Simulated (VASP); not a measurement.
Set up this calculation in VASP 6.6.1, as the native input.

- Task: single point
- Functional: BLYP
- Potentials or basis: VASP PAW PBE potentials, release 64 (Nb_sv)
- Cutoff: 520 eV
- k mesh: 5 × 5 × 5
- Occupations: fermi-dirac, width 0.1 eV
- Spin: no spin polarisation
- Dipole correction: no
- Further INCAR settings: ALGO = Normal; EDIFF = 1e-06; NBANDS = 62

The structure of Nb lies in POSCAR:

```
Nb
1.0
    5.3636723262      0.0000000000      0.0000000000
    0.0000000000      5.3636723262      0.0000000000
    0.0000000000      0.0000000000      5.3636723262
Nb
8
Direct
    0.0000000000      1.0000000000      1.0000000000
    0.5000000000      0.5000000000      0.5000000000
    0.2500000000      1.0000000000      0.5000000000
    0.7500000000      1.0000000000      0.5000000000
    0.5000000000      0.2500000000      1.0000000000
    0.5000000000      0.7500000000      0.0000000000
    1.0000000000      0.5000000000      0.2500000000
    1.0000000000      0.5000000000      0.7500000000
```

The input as run:

INCAR

```
  PREC = Accurate
  ENCUT = 520
  EDIFF = 1E-6
  ISMEAR = -1
  SIGMA = 0.1
  LREAL = False
  LASPH = True
  NELM = 60
  ALGO = Normal
  ISIF = 2
  LWAVE = False
  LCHARG = True
  GGA = B5
  ALDAX = 1.0
  AGGAX = 1.0
  AGGAC = 1.0
  ALDAC = 0.0
  LELF = True
  LVHAR = True
  NBANDS = 62
```

KPOINTS

```
Automatic mesh
0
Gamma
  5 5 5
```

Potentials or basis: VASP PAW PBE potentials, release 64 (Nb_sv).

Run with:

```sh
$ cat potpaw_PBE.64/Nb_sv/POTCAR > POTCAR
$ mpirun -np 1 vasp_std > vasp.out
```

It gave:

```json
{"Pressure": "-0.1 GPa", "Band gap on the k mesh": "zero (bands 52 and 53 overlap by 0.38 eV)"}
```

Caveat: the PAW data sets were made with another functional, which shifts forces and pressure a little.

It took 3.5 min on 1 thread of Intel Xeon 8259CL, with other jobs on the host, peak memory 0.27 GiB.
